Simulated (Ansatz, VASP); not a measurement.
# Two plane-wave programs on Re

INCAR

```
SYSTEM = Re
ALGO = Normal
EDIFF = 1E-6
ENCUT = 560
GGA = PE
GGA_COMPAT = .FALSE.
ISIF = 2
ISMEAR = 0
LASPH = .TRUE.
LCHARG = .FALSE.
LREAL = .FALSE.
LWAVE = .FALSE.
NBANDS = 14
NELM = 120
PREC = Accurate
SIGMA = 0.15
```

KPOINTS

```
k-points
0
G
  10 10 10
  0 0 0
```

The input POSCAR:

```
Re
1.0
    0.0000000000      2.1217502488      1.6401129423
    2.1217502488      0.0000000000      1.6401129423
    2.1217502488      2.1217502488      0.0000000000
Re
1
Direct
    0.0000000000      0.0000000000      0.0000000000
```

Input for Ansatz:

```yaml
crystal:
  lattice:
    - [0.0, 2.1217502488, 1.6401129423]
    - [2.1217502488, 0.0, 1.6401129423]
    - [2.1217502488, 2.1217502488, 0.0]
  atoms:
    - { symbol: Re, position: [0.0, 0.0, 0.0] }
basis:
  ecutwfc: 420
kpoints:
  mp_grid: { grid: [10, 10, 10] }
hamiltonian:
  xc: pbe
scf:
  occupations: { method: gaussian, width: 0.15 }
output:
  forces: true
  stress: true
  eigenvalues: true
```

Alike in both runs: task single point; functional PBE; k mesh 10 × 10 × 10; occupations gaussian, width 0.15 eV; no spin polarisation.

```csv
,VASP,Ansatz
version,VASP 6.6.1,Ansatz 0.2.0
potentials or method,"VASP PAW PBE potentials, release 64 (Re_sv_GW), cutoff 560 eV","scalar-relativistic, plane waves, PAW"
valence electrons in the cell,15,15
```

```tsv
	VASP	Ansatz	Ansatz less VASP
gap on the k mesh at the Fermi level (eV)	none	none	-
pressure (GPa)	7.1	8.7	+1.51
traceless stress, the component that is largest in VASP (GPa)	1.60	1.61	+0.007
```

A gap of «none» marks a metal or a gap that the smearing closes.

Spin-orbit coupling is off throughout.
